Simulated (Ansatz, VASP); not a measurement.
One calculation of YHSe, two programs

```
Y H Se
1.0
     3.84093    0.00000    0.00000
    -1.92047    3.32634    0.00000
     0.00000    0.00000    3.91555
Y H Se
1 1 1
Direct
  0.00000 0.00000 0.00000
  0.33333 0.66667 0.00000
  0.66667 0.33333 0.50000
```

Alike in both runs: task single point; functional LDA; k mesh 6 × 6 × 6; no spin polarisation.

```csv
,VASP,Ansatz
version,VASP 6.6.1,Ansatz 0.2.0
potentials or method,"VASP PAW LDA potentials, release 64 (Y_sv, H, Se), cutoff 520 eV",all-electron (LAPW or listed datasets)
occupations,"gaussian, width 0.01 eV",fixed
```

|  | VASP | Ansatz | Ansatz less VASP |
| --- | --- | --- | --- |
| gap on the k mesh at the Fermi level (eV) | 1.36 | 1.37 | +0.004 |
| pressure (GPa) | -5.5 | -5.6 | -0.08 |
| traceless stress, the component that is largest in VASP (GPa) | -0.49 | -0.48 | +0.002 |

LDA's correlation is that of Perdew and Zunger in VASP and of Perdew and Wang (1992) in Ansatz. Ansatz ran all-electron here, and VASP with PAW potentials.
